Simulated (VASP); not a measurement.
# LiF (Fm-3m) in VASP: settings compared

Aim: see how the results for LiF move with the level of theory and the settings. Levels: PBE, LDA. Tasks: electric field gradients.

All numbers are computed with VASP 6.6.1; they aren't measurements. Logs are shortened: lines on timing, memory, paths and dates and some standing lists are left out, and cuts for length are marked.

## (1) The cell of the first run

Symmetry: Fm-3m, No. 225, cubic system. Conventional cell: a = 4.107 Å, b = 4.107 Å, c = 4.107 Å, α = 90.00°, β = 90.00°, γ = 90.00°. Within 2.7 Å of Li (site symmetry m-3m) lie 6 F at 2.05 Å. Within 2.7 Å of F (site symmetry m-3m) lie 6 Li at 2.05 Å.

## (2) Electric field gradients, PBE (volume scaled by 1.06)

Contents of INCAR:

```
PREC = Accurate
ENCUT = 520
EDIFF = 1E-8
ISMEAR = -1
SIGMA = 0.03
LREAL = False
LASPH = True
NELM = 100
ALGO = Normal
ISIF = 2
LWAVE = False
LCHARG = False
GGA = PE
LEFG = True
NBANDS = 12
```

Contents of KPOINTS:

```
Automatic mesh
0
Gamma
  10 10 10
```

Contents of POSCAR:

```
LiF
1.0
    0.0000000000      2.0535002244      2.0535002244
    2.0535002244      0.0000000000      2.0535002244
    2.0535002244      2.0535002244      0.0000000000
Li F
1 1
Direct
    0.0000000000      0.0000000000      0.0000000000
    0.5000000000      0.5000000000      0.5000000000
```

Potentials or basis: VASP PAW PBE potentials, release 64 (Li_sv, F).

Launch:

```
$ cat potpaw_PBE.64/Li_sv/POTCAR potpaw_PBE.64/F/POTCAR > POTCAR
$ mpirun -np 1 vasp_std > vasp.out
```

OUTCAR:

```text
PREC = Accurate
   ENCUT = 520
   EDIFF = 1E-8
   ISMEAR = -1
   LREAL = False
   LASPH = True
   NELM = 100
   ISIF = 2
   GGA = PE

 ion  position               nearest neighbor table
   1  0.000  0.000  0.000-   2 2.05   2 2.05   2 2.05   2 2.05   2 2.05   2 2.05
   2  0.500  0.500  0.500-   1 2.05   1 2.05   1 2.05   1 2.05   1 2.05   1 2.05

  LATTYP: Found a face centered cubic cell.
 ALAT       =     4.1070004488

  Lattice vectors:

 A1 = (   0.0000000000,   2.0535002244,   2.0535002244)
 A2 = (   2.0535002244,   0.0000000000,   2.0535002244)
 A3 = (   2.0535002244,   2.0535002244,   0.0000000000)

Analysis of symmetry for initial positions (statically):
=====================================================================
 Subroutine PRICEL returns:
 Original cell was already a primitive cell.

 Routine SETGRP: Setting up the symmetry group for a
 face centered cubic supercell.

 Subroutine GETGRP returns: Found 48 space group operations
 (whereof 48 operations were pure point group operations)
 out of a pool of 48 trial point group operations.

The static configuration has the point symmetry O_h .

Analysis of symmetry for dynamics (positions and initial velocities):
=====================================================================
 Subroutine PRICEL returns:
 Original cell was already a primitive cell.

 Routine SETGRP: Setting up the symmetry group for a
 face centered cubic supercell.

 Subroutine GETGRP returns: Found 48 space group operations
 (whereof 48 operations were pure point group operations)
 out of a pool of 48 trial point group operations.

The dynamic configuration has the point symmetry O_h .

 Subroutine INISYM returns: Found 48 space group operations
 (whereof 48 operations are pure point group operations),
 and found     1 'primitive' translations

----------------------------------------------------------------------------------------

                                     Primitive cell

  volume of cell :      17.3187

  direct lattice vectors                    reciprocal lattice vectors
     0.000000000  2.053500224  2.053500224    -0.243486703  0.243486703  0.243486703
     2.053500224  0.000000000  2.053500224     0.243486703 -0.243486703  0.243486703
     2.053500224  2.053500224  0.000000000     0.243486703  0.243486703 -0.243486703

  length of vectors
     2.904087868  2.904087868  2.904087868     0.421731341  0.421731341  0.421731341

  position of ions in fractional coordinates (direct lattice)
     0.000000000  0.000000000  0.000000000
     0.500000000  0.500000000  0.500000000

  ion indices of the primitive-cell ions
   primitive index   ion index
                 1           1
                 2           2

----------------------------------------------------------------------------------------

 KPOINTS: Automatic mesh

Automatic generation of k-mesh.
 Grid dimensions read from file:
 generate k-points for:   10   10   10

 Generating k-lattice:

  Cartesian coordinates                     Fractional coordinates (reciprocal lattice)
    -0.024348670  0.024348670  0.024348670     0.100000000  0.000000000  0.000000000
     0.024348670 -0.024348670  0.024348670     0.000000000  0.100000000  0.000000000
     0.024348670  0.024348670 -0.024348670     0.000000000  0.000000000  0.100000000

  Length of vectors
     0.042173134  0.042173134  0.042173134

  Shift w.r.t. Gamma in fractional coordinates (k-lattice)
     0.000000000  0.000000000  0.000000000

 Subroutine IBZKPT returns following result:
 ===========================================

 Found     47 irreducible k-points:

 Following reciprocal coordinates:
            Coordinates               Weight
  0.000000  0.000000  0.000000      1.000000
  0.100000  0.000000  0.000000      8.000000
  0.200000  0.000000  0.000000      8.000000
  0.300000  0.000000  0.000000      8.000000
  0.400000  0.000000  0.000000      8.000000
  0.500000  0.000000  0.000000      4.000000
[... 16 lines left out ...]
  0.300000  0.300000  0.000000      6.000000
  0.400000  0.300000  0.000000     24.000000
 [... further k-points ...]
   k-points           NKPTS =     47   k-points in BZ     NKDIM =     47   number of bands    NBANDS=     12
   number of dos      NEDOS =    301   number of ions     NIONS =      2
   total plane-waves  NPLWV =  13824
   dimension x,y,z NGX =    24 NGY =   24 NGZ =   24
   dimension x,y,z NGXF=    48 NGYF=   48 NGZF=   48
   ions per type =               1   1
   NGX,Y,Z   is equivalent  to a cutoff of  13.74, 13.74, 13.74 a.u.
   NGXF,Y,Z  is equivalent  to a cutoff of  27.48, 27.48, 27.48 a.u.
 SYSTEM =  unknown system
   PREC   = accura    normal or accurate (medium, high low for compatibility)
   ISTART =      0    job   : 0-new  1-cont  2-samecut
   ICHARG =      2    charge: 1-file 2-atom 10-const
   ISPIN  =      1    spin polarized calculation?
   LNONCOLLINEAR =      F non collinear calculations
   LSORBIT =      F    spin-orbit coupling
   LASPH  =      T    aspherical Exc in radial PAW
   ENCUT  =  520.0 eV  38.22 Ry    6.18 a.u.   5.40  5.40  5.40*2*pi/ulx,y,z
   NELM   =    100;   NELMIN=  2; NELMDL= -5     # of ELM steps
   EDIFF  = 0.1E-07   stopping-criterion for ELM
   LREAL  =      F    real-space projection
   EDIFFG = 0.1E-06   stopping-criterion for IOM
   NSW    =      0    number of steps for IOM
   IBRION =     -1    ionic relax: 0-MD 1-quasi-New 2-CG
   NFREE  =      0    steps in history (QN), initial steepest desc. (CG)
   ISIF   =      2    stress and relaxation
   ISYM   =      2    0-nonsym 1-usesym 2-fastsym
   POTIM  = 0.5000    time-step for ionic-motion
   TEBEG  =    0.0;   TEEND  =   0.0 temperature during run
   PSTRESS=    0.0 pullay stress
   NELECT =      10.0000    total number of electrons
   NUPDOWN=      -1.0000    fix difference up-down
   EMIN   =  10.00;   EMAX   =-10.00  energy-range for DOS
   EFERMI =   0.00;   METHOD = LEGACY
   ISMEAR =    -1;   SIGMA  =   0.03  broadening in eV -4-tet -1-fermi 0-gaus
   EFERMI_NEDOS =   21; number of points for ismear=-14 and -15
   IALGO  =     38    algorithm
   IMIX   =      4    mixing-type and parameters
     AMIX     =   0.40;   BMIX     =  1.00
     AMIX_MAG =   1.60;   BMIX_MAG =  1.00
  volume/ion in A,a.u.               =       8.66        58.44
  Fermi-wavevector in a.u.,A,eV,Ry     =   1.363233  2.576137 25.285123  1.858404
  Thomas-Fermi vector in A             =   2.489654
   LORBIT       =      0    0 simple, 1 ext, 2 COOP (PROOUT), +10 PAW based schemes
   GGA     = PE    functional components
   LHFCALC =     F    Hartree Fock is set to
   AEXX    =    0.0000 exact exchange contribution
   IVDW    =     0    specifies the selected vdW correction
   LEPSILON=     F    determine dielectric tensor
   LRPA    =     F    only Hartree local field effects (RPA)
 non-spin polarized calculation
  energy-cutoff  :      520.00
  volume of cell :       17.32
 maximum number of plane-waves:       483
 NGX is ok and might be reduce to    24
   NGX = 11   NGY = 11   NGZ = 11

 number of electron      10.0000001 magnetization

 Free energy of the ion-electron system (eV)
  ---------------------------------------------------
  ext. energy  EPLUGINS =         0.00000000
  ---------------------------------------------------
  free energy    TOTEN  =        -9.63814403 eV

  energy without entropy =       -9.63814403  energy(sigma->0) =       -9.63814403

 E-fermi :  -0.7090     XC(G=0):  -9.7019

 val. band max:       -1.3573717252   @ k =   0.0000   0.0000   0.0000
 cond. band min:       7.2315876153   @ k =   0.0000   0.0000   0.0000
 fundamental gap:      8.5889593406
 Fermi energy:        -0.7089977630

 k-point     1 :       0.0000    0.0000    0.0000
  band No.  band energies     occupation
      1     -42.4171      2.00000
      2     -21.1762      2.00000
      3      -1.3574      2.00000
      4      -1.3574      2.00000
      5      -1.3574      2.00000
      6       7.2316      0.00000
      7      21.8469      0.00000
      8      21.8469      0.00000
      9      21.8469      0.00000
     10      22.3942      0.00000
     11      22.3942      0.00000
     12      22.3942      0.00000
[... 331 lines left out ...]
 k-point    24 :       0.4000    0.3000    0.0000
  band No.  band energies     occupation
      1     -42.3704      2.00000
      2     -20.7088      2.00000
      3      -3.5009      2.00000
      4      -2.1569      2.00000
      5      -2.0541      2.00000
      6      11.1898      0.00000
      7      15.0668      0.00000
      8      16.5677      0.00000
      9      18.1676      0.00000
     10      19.2306      0.00000
     11      31.2499      0.00000
     12      32.5306      0.00000

 [... further k-points ...]

------------------------ aborting loop because EDIFF is reached ----------------------------------------

  FORCE on cell =-STRESS in cart. coord.  units (eV):
  Direction    XX          YY          ZZ          XY          YZ          ZX
  --------------------------------------------------------------------------------------
  -------------------------------------------------------------------------------------
  Total       -0.2431195     -0.2431195     -0.2431195     -0.0000000     -0.0000000      0.0000000
  in kB      -22.4913798    -22.4913798    -22.4913798     -0.0000000     -0.0000000      0.0000000
  external PRESSURE =     -22.4913798 kB  Pullay stress =       0.0000000 kB

 VOLUME and BASIS-vectors are now :
 -----------------------------------------------------------------------------
  energy-cutoff  :      520.00
  volume of cell :       17.32
      direct lattice vectors                 reciprocal lattice vectors
     0.000000000  2.053500224  2.053500224    -0.243486703  0.243486703  0.243486703
     2.053500224  0.000000000  2.053500224     0.243486703 -0.243486703  0.243486703
     2.053500224  2.053500224  0.000000000     0.243486703  0.243486703 -0.243486703

 POSITION                                       TOTAL-FORCE (eV/Angst)
 -----------------------------------------------------------------------------------
      0.00000      0.00000      0.00000        -0.000000     -0.000000      0.000000
      2.05350      2.05350      2.05350         0.000000      0.000000      0.000000
 -----------------------------------------------------------------------------------
    total drift:                               -0.000000     -0.000000      0.000000

  FREE ENERGIE OF THE ION-ELECTRON SYSTEM (eV)
  ---------------------------------------------------
  free  energy   TOTEN  =        -9.6381440283 eV

  energy  without entropy=       -9.6381440283  energy(sigma->0) =       -9.63814403

 Electric field gradients (V/A^2)
---------------------------------------------------------------------
 ion       V_xx      V_yy      V_zz      V_xy      V_xz      V_yz
---------------------------------------------------------------------
   1      -0.000     0.000    -0.000    -0.003    -0.003    -0.003
   2       0.000    -0.000    -0.000    -0.002    -0.002    -0.002
---------------------------------------------------------------------

 Electric field gradients after diagonalization (V/A^2)
 (convention: |V_zz| > |V_xx| > |V_yy|)
----------------------------------------------------------------------
 ion       V_xx      V_yy      V_zz     asymmetry (V_yy - V_xx)/ V_zz
----------------------------------------------------------------------
   1       0.003     0.003    -0.006       0.000
   2       0.002     0.002    -0.004       0.000
----------------------------------------------------------------------

           NMR quadrupolar parameters

 Cq : quadrupolar parameter    Cq=e*Q*V_zz/h
 eta: asymmetry parameters     (V_yy - V_xx)/ V_zz
 Q  : nuclear electric quadrupole moment in mb (millibarn)
----------------------------------------------------------------------
 ion       Cq(MHz)       eta       Q (mb)
----------------------------------------------------------------------
   1      -0.000       0.000       1.000
   2      -0.000       0.000       1.000
----------------------------------------------------------------------
```

Run time: 8.3 s. Hardware: 1 thread of Intel Xeon Platinum 8259CL at 2.50GHz (Skylake/Cascade Lake), shared host; peak memory 0.13 GiB.

Results:

```yaml
Free_energy: -9.6381 eV
Band_gap_on_the_k_mesh: 8.59 eV, direct
```

Levels at points of the mesh, in eV from the valence-band top:
```csv
k point,band 2,band 3,band 4,band 5,band 6,band 7,band 8,band 9
"(0.00, 0.00, 0.00)",-19.82,0.00,0.00,0.00,8.59,23.20,23.20,23.20
"(0.50, 0.00, 0.00)",-19.43,-2.35,-0.21,-0.21,10.47,16.06,18.43,18.43
"(0.50, 0.50, 0.00)",-19.20,-2.76,-0.92,-0.92,14.27,16.19,16.76,19.56
```

Caveat: the cutoff is under 1.25 times the usual one of these potentials, so pressure, stress and relaxed cells hold a basis-set (Pulay) error; without QUAD_EFG the Cq values of the log hold for a quadrupole moment of 1 mb, not for the nuclei. A k mesh can miss the band edges.

[end of part 1 of 2]
